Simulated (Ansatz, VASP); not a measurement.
**Cs: VASP beside Ansatz**

INCAR

```
SYSTEM = Cs
PREC = Accurate ; ENCUT = 520
EDIFF = 1E-6 ; ISMEAR = -1
SIGMA = 0.08 ; LREAL = .FALSE.
LASPH = .TRUE. ; NELM = 100
ALGO = Normal ; ISIF = 2
LWAVE = .FALSE. ; LCHARG = .FALSE.
GGA = PE ; NBANDS = 16
```

The input KPOINTS:

```
Automatic mesh
0
G
  6 6 6
  0 0 0
```

Contents of POSCAR:

```
Cs
1.0
    6.1543120882      0.0000000000      0.0000000000
    0.0000000000      6.1543120882      0.0000000000
    0.0000000000      0.0000000000      6.1543120882
Cs
2
Direct
    0.0000000000      0.0000000000      0.0000000000
    0.5000000000      0.5000000000      0.5000000000
```

Input for Ansatz:

```yaml
crystal:
  lattice:
    - [6.1543120882, 0.0, 0.0]
    - [0.0, 6.1543120882, 0.0]
    - [0.0, 0.0, 6.1543120882]
  atoms:
    - { symbol: Cs, position: [0.0, 0.0, 0.0] }
    - { symbol: Cs, position: [0.5, 0.5, 0.5] }
kpoints:
  mp_grid: { grid: [6, 6, 6] }
scf:
  occupations: { method: fermi_dirac, width: 0.08 }
hamiltonian:
  xc: pbe
  pseudopotentials: { kind: all_electron, lapw: { basis_error: 0.001 } }
output:
  forces: true
  stress: true
  eigenvalues: true
```

Alike in both runs: task single point; functional PBE; k mesh 6 × 6 × 6; occupations fermi-dirac, width 0.08 eV; no spin polarisation.

```csv
,VASP,Ansatz
version,VASP 6.6.1,Ansatz 0.2.0
potentials or method,"VASP PAW PBE potentials, release 64 (Cs_sv), cutoff 520 eV","all-electron LAPW, scalar-relativistic"
```

```tsv
	VASP	Ansatz	Ansatz less VASP
pressure (GPa)	0.0	0.0	+0.01
```

Ansatz ran all-electron here, and VASP with PAW potentials.

Spin-orbit coupling is off throughout.
